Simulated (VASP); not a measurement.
BaZr2O3:

```
Ba Zr O
1.0
    -1.77000    2.50000    5.30000
     1.77000   -2.50000    5.30000
     1.77000    2.50000   -5.30000
Ba Zr O
1 2 3
Direct
  0.00000 0.00000 0.00000
  0.34000 0.34000 0.00000
  0.66000 0.66000 0.00000
  0.50000 0.00000 0.50000
  0.16700 0.66700 0.50000
  0.83300 0.33300 0.50000
```

* Program: VASP 6.6.1
* Task: relaxation of cell and atoms
* Functional: PBE
* Potentials or basis: VASP PAW PBE potentials, release 64 (Ba_sv, Zr_sv, O)
* Cutoff: 600 eV
* k mesh: 4 × 4 × 4
* Occupations: gaussian, width 0.15 eV
* Spin: no spin polarisation

At the start: pressure -5.3 GPa; volume 15.63 Å³/atom.

**Question.** How do energy, volume and symmetry change on relaxing?

**Answer.** Over 13 steps the energy falls by 228.0 meV/atom and the volume is 14.88 Å³/atom (-4.8 %); space group Immm (No. 71, to 0.1 Å) before and after.

Step by step:
```csv
step,energy change (eV),largest force (eV/Å),pressure (GPa),volume (Å³)
1,0.0000,2.6631,-5.25,93.81
2,-0.7207,1.9878,2.35,87.02
3,-0.8366,1.1912,10.37,82.74
4,-1.0962,1.0620,5.43,85.64
5,-1.0970,1.1083,5.21,85.84
6,-1.1999,0.6357,-1.82,89.55
7,-1.1999,0.6339,-1.84,89.57
8,-1.2523,0.5514,-1.22,89.13
9,-1.3138,0.5905,1.27,88.04
10,-1.3455,0.4566,0.16,88.98
11,-1.3459,0.4402,0.04,89.09
12,-1.3661,0.1851,-0.29,89.24
13,-1.3682,0.0746,-0.38,89.30
```

Final structure:
```
CELL_PARAMETERS angstrom
-1.71642 2.56537 5.06998
1.71642 -2.56537 5.06998
1.71642 2.56537 -5.06998
ATOMIC_POSITIONS crystal
Ba 0.00000 0.00000 0.00000
Zr 0.35022 0.35022 0.00000
Zr 0.64978 0.64978 0.00000
O 0.50000 0.00000 0.50000
O 0.20561 0.70561 0.50000
O 0.79439 0.29439 0.50000
```

Caveat: the k points lie up to 0.48 Å⁻¹ apart in the final cell, too coarse for converged energies and pressures of a metal; the relaxation stopped at a loose force limit of 0.08 eV/Å, so its end isn't a converged minimum.
